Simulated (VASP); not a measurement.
# Au (Fm-3m) in VASP: notebook, part 2 of 2

VASP 6.6.1.

**5. Single point, PBE (volume scaled by 0.98)**

INCAR reads:

```
SYSTEM = Au
ALGO     = Normal         ! electronic algorithm
EDIFF    = 1E-7           ! SCF threshold, eV
ENCUT    = 520            ! plane-wave cutoff, eV
GGA      = PE             ! functional
ISIF     = 2              ! what is computed and relaxed
ISMEAR   = -1             ! smearing method
LASPH    = .True.         ! aspherical terms in the spheres
LCHARG   = .True.         ! write CHGCAR
LELF     = .True.         ! ELF
LREAL    = .False.        ! projectors in reciprocal space
LVHAR    = .True.       
LWAVE    = .False.        ! write WAVECAR
NBANDS   = 12             ! bands
NELM     = 60             ! most SCF steps
PREC     = Accurate       ! precision mode
SIGMA    = 0.08           ! smearing width, eV
```

KPOINTS reads:

```
k-points
0
Gamma
  14 14 14
  0 0 0
```

POSCAR reads:

```
Au
1.0
    0.0000000000      2.0317713984      2.0317713984
    2.0317713984      0.0000000000      2.0317713984
    2.0317713984      2.0317713984      0.0000000000
Au
1
Direct
    0.0000000000      0.0000000000      0.0000000000
```

Potentials or basis: VASP PAW PBE potentials, release 64 (Au).

Launch:

```
cat potpaw_PBE.64/Au/POTCAR > POTCAR
mpirun -np 1 vasp_std > vasp.out
```

OUTCAR:

```text
SYSTEM = Au
   EDIFF = 1E-7
   ENCUT = 520
   GGA = PE
   ISIF = 2
   ISMEAR = -1
   LASPH = .True.
   LREAL = .False.
   NELM = 60
   PREC = Accurate

 ion  position               nearest neighbor table
   1  0.000  0.000  0.000-

  LATTYP: Found a face centered cubic cell.
 ALAT       =     4.0635427968

  Lattice vectors:

 A1 = (   0.0000000000,   2.0317713984,   2.0317713984)
 A2 = (   2.0317713984,   0.0000000000,   2.0317713984)
 A3 = (   2.0317713984,   2.0317713984,   0.0000000000)

Analysis of symmetry for initial positions (statically):
[... 33 lines left out ...]
                                     Primitive cell

  volume of cell :      16.7747

  direct lattice vectors                    reciprocal lattice vectors
     0.000000000  2.031771398  2.031771398    -0.246090678  0.246090678  0.246090678
     2.031771398  0.000000000  2.031771398     0.246090678 -0.246090678  0.246090678
     2.031771398  2.031771398  0.000000000     0.246090678  0.246090678 -0.246090678

  length of vectors
     2.873358667  2.873358667  2.873358667     0.426241557  0.426241557  0.426241557

  position of ions in fractional coordinates (direct lattice)
     0.000000000  0.000000000  0.000000000

  ion indices of the primitive-cell ions
   primitive index   ion index
                 1           1

----------------------------------------------------------------------------------------

 KPOINTS: k-points

Automatic generation of k-mesh.
 Grid dimensions read from file:
 generate k-points for:   14   14   14

 Generating k-lattice:

  Cartesian coordinates                     Fractional coordinates (reciprocal lattice)
    -0.017577906  0.017577906  0.017577906     0.071428571  0.000000000  0.000000000
     0.017577906 -0.017577906  0.017577906     0.000000000  0.071428571  0.000000000
     0.017577906  0.017577906 -0.017577906     0.000000000  0.000000000  0.071428571

  Length of vectors
     0.030445825  0.030445825  0.030445825

  Shift w.r.t. Gamma in fractional coordinates (k-lattice)
     0.000000000  0.000000000  0.000000000

 Subroutine IBZKPT returns following result:
 ===========================================

 Found    104 irreducible k-points:

 Following reciprocal coordinates:
            Coordinates               Weight
  0.000000  0.000000  0.000000      1.000000
  0.071429  0.000000  0.000000      8.000000
  0.142857  0.000000  0.000000      8.000000
  0.214286  0.000000  0.000000      8.000000
  0.285714  0.000000  0.000000      8.000000
  0.357143  0.000000  0.000000      8.000000
[... 16 lines left out ...]
  0.214286  0.142857  0.000000     24.000000
  0.285714  0.142857  0.000000     24.000000
 [... further k-points ...]
   k-points           NKPTS =    104   k-points in BZ     NKDIM =    104   number of bands    NBANDS=     12
   number of dos      NEDOS =    301   number of ions     NIONS =      1
   total plane-waves  NPLWV =  13824
   dimension x,y,z NGX =    24 NGY =   24 NGZ =   24
   dimension x,y,z NGXF=    48 NGYF=   48 NGZF=   48
   ions per type =               1
   NGX,Y,Z   is equivalent  to a cutoff of  13.89, 13.89, 13.89 a.u.
   NGXF,Y,Z  is equivalent  to a cutoff of  27.77, 27.77, 27.77 a.u.
 SYSTEM =  Au
   PREC   = accura    normal or accurate (medium, high low for compatibility)
   ISTART =      0    job   : 0-new  1-cont  2-samecut
   ICHARG =      2    charge: 1-file 2-atom 10-const
   ISPIN  =      1    spin polarized calculation?
   LNONCOLLINEAR =      F non collinear calculations
   LSORBIT =      F    spin-orbit coupling
   LASPH  =      T    aspherical Exc in radial PAW
   ENCUT  =  520.0 eV  38.22 Ry    6.18 a.u.   5.34  5.34  5.34*2*pi/ulx,y,z
   NELM   =     60;   NELMIN=  2; NELMDL= -5     # of ELM steps
   EDIFF  = 0.1E-06   stopping-criterion for ELM
   LREAL  =      F    real-space projection
   EDIFFG = 0.1E-05   stopping-criterion for IOM
   NSW    =      0    number of steps for IOM
   IBRION =     -1    ionic relax: 0-MD 1-quasi-New 2-CG
   NFREE  =      0    steps in history (QN), initial steepest desc. (CG)
   ISIF   =      2    stress and relaxation
   ISYM   =      2    0-nonsym 1-usesym 2-fastsym
   POTIM  = 0.5000    time-step for ionic-motion
   TEBEG  =    0.0;   TEEND  =   0.0 temperature during run
   PSTRESS=    0.0 pullay stress
   NELECT =      11.0000    total number of electrons
   NUPDOWN=      -1.0000    fix difference up-down
   EMIN   =  10.00;   EMAX   =-10.00  energy-range for DOS
   EFERMI =   0.00;   METHOD = LEGACY
   ISMEAR =    -1;   SIGMA  =   0.08  broadening in eV -4-tet -1-fermi 0-gaus
   EFERMI_NEDOS =   21; number of points for ismear=-14 and -15
   IALGO  =     38    algorithm
   IMIX   =      4    mixing-type and parameters
     AMIX     =   0.40;   BMIX     =  1.00
     AMIX_MAG =   1.60;   BMIX_MAG =  1.00
  volume/ion in A,a.u.               =      16.77       113.20
  Fermi-wavevector in a.u.,A,eV,Ry     =   1.422288  2.687735 27.523269  2.022903
  Thomas-Fermi vector in A             =   2.543008
   LORBIT       =      0    0 simple, 1 ext, 2 COOP (PROOUT), +10 PAW based schemes
   GGA     = PE    functional components
   LHFCALC =     F    Hartree Fock is set to
   AEXX    =    0.0000 exact exchange contribution
   IVDW    =     0    specifies the selected vdW correction
   LEPSILON=     F    determine dielectric tensor
   LRPA    =     F    only Hartree local field effects (RPA)
 non-spin polarized calculation
  energy-cutoff  :      520.00
  volume of cell :       16.77
 maximum number of plane-waves:       465
 NGX is ok and might be reduce to    24
   NGX = 11   NGY = 11   NGZ = 11

 number of electron      10.9999999 magnetization

 Free energy of the ion-electron system (eV)
  ---------------------------------------------------
  ext. energy  EPLUGINS =         0.00000000
  ---------------------------------------------------
  free energy    TOTEN  =        -3.18203830 eV

  energy without entropy =       -3.17547259  energy(sigma->0) =       -3.17875545

 E-fermi :   9.7150     XC(G=0): -12.8126

 val. band max:        9.6271289916   @ k =   0.5000   0.2857   0.1429
 cond. band min:       9.7770297774   @ k =   0.5000   0.3571   0.1429
 fundamental gap:      0.1499007858
 Fermi energy:         9.7150005888

 k-point     1 :       0.0000    0.0000    0.0000
  band No.  band energies     occupation
      1      -0.2844      2.00000
      2       4.9599      2.00000
      3       4.9599      2.00000
      4       4.9599      2.00000
      5       6.5177      2.00000
      6       6.5177      2.00000
      7      24.2387      0.00000
      8      28.3315      0.00000
      9      28.3315      0.00000
     10      28.3315      0.00000
     11      33.2855      0.00000
     12      38.1038      0.00000

 k-point     2 :       0.0714    0.0000    0.0000
  band No.  band energies     occupation
      1      -0.1040      2.00000
      2       4.9005      2.00000
      3       5.0221      2.00000
      4       5.0221      2.00000
      5       6.4897      2.00000
      6       6.4897      2.00000
      7      24.4538      0.00000
      8      27.2350      0.00000
      9      28.5519      0.00000
     10      28.5519      0.00000
     11      34.1355      0.00000
     12      36.3332      0.00000

 k-point     3 :       0.1429    0.0000    0.0000
  band No.  band energies     occupation
      1       0.4111      2.00000
      2       4.7695      2.00000
      3       5.1659      2.00000
      4       5.1659      2.00000
      5       6.4535      2.00000
      6       6.4535      2.00000
      7      24.6353      0.00000
      8      25.4229      0.00000
      9      29.1494      0.00000
     10      29.1494      0.00000
     11      32.8773      0.00000
     12      35.1996      0.00000
[... 286 lines left out ...]
 k-point    23 :       0.2143    0.1429    0.0000
  band No.  band energies     occupation
      1       1.2288      2.00000
      2       4.2999      2.00000
      3       5.4874      2.00000
      4       5.5907      2.00000
      5       6.0253      2.00000
      6       6.8498      2.00000
      7      24.5744      0.00000
      8      25.9462      0.00000
      9      26.8476      0.00000
     10      28.0045      0.00000
     11      31.2488      0.00000
     12      34.4462      0.00000

 k-point    24 :       0.2857    0.1429    0.0000
  band No.  band energies     occupation
      1       1.9672      2.00000
      2       4.2176      2.00000
      3       5.2505      2.00000
      4       5.6671      2.00000
      5       6.5577      2.00000
      6       7.0989      2.00000
      7      21.8646      0.00000
      8      25.9006      0.00000
      9      26.2750      0.00000
     10      28.1928      0.00000
     11      31.0617      0.00000
     12      34.2666      0.00000

 [... further k-points ...]
[... 5 lines left out ...]
  --------------------------------------------------------------------------------------
  -------------------------------------------------------------------------------------
  Total        1.2000588      1.2000588      1.2000588      0.0000000      0.0000000     -0.0000000
  in kB      114.6195225    114.6195225    114.6195225      0.0000000      0.0000000     -0.0000000
  external PRESSURE =     114.6195225 kB  Pullay stress =       0.0000000 kB

 VOLUME and BASIS-vectors are now :
 -----------------------------------------------------------------------------
  energy-cutoff  :      520.00
  volume of cell :       16.77
      direct lattice vectors                 reciprocal lattice vectors
     0.000000000  2.031771398  2.031771398    -0.246090678  0.246090678  0.246090678
     2.031771398  0.000000000  2.031771398     0.246090678 -0.246090678  0.246090678
     2.031771398  2.031771398  0.000000000     0.246090678  0.246090678 -0.246090678

 POSITION                                       TOTAL-FORCE (eV/Angst)
 -----------------------------------------------------------------------------------
      0.00000      0.00000      0.00000         0.000000      0.000000      0.000000
 -----------------------------------------------------------------------------------
    total drift:                               -0.000000      0.000000      0.000000

  FREE ENERGIE OF THE ION-ELECTRON SYSTEM (eV)
  ---------------------------------------------------
  free  energy   TOTEN  =        -3.1820383015 eV

  energy  without entropy=       -3.1754725910  energy(sigma->0) =       -3.17875545
```

Run time: 21 s. Hardware: 1 thread of Intel Xeon 8259CL, shared host; peak memory 0.15 GiB.

Results:

```yaml
Free_energy: -3.1820 eV
Pressure: 11.5 GPa
```

Caveat: spin-orbit coupling is left out, which moves the levels of the heavy elements.

**6. The runs side by side**

```csv
spin,cell,gap on the mesh (eV),pressure (GPa)
off,"a = 2.893 Å, angles 60.0°, 1 atom",none,7.5
"non-collinear, zero start, SOC","a = 2.893 Å, angles 60.0°, 1 atom",-,6.4
off,"a = 2.834 Å, angles 60.0°, 1 atom",none,20.9
off,"a = 2.873 Å, angles 60.0°, 1 atom",none,11.5
```

Alike in all rows: task single point; level PBE; potentials or basis VASP PAW PBE potentials, release 64 (Au); k mesh 14 × 14 × 14; cutoff (eV) 520; smearing fermi-dirac 0.08 eV.

Caveats: spin-orbit coupling is left out, which moves the levels of the heavy elements (some runs).

Total energies depend on the potentials used, so only differences within one code and one set of settings carry meaning.
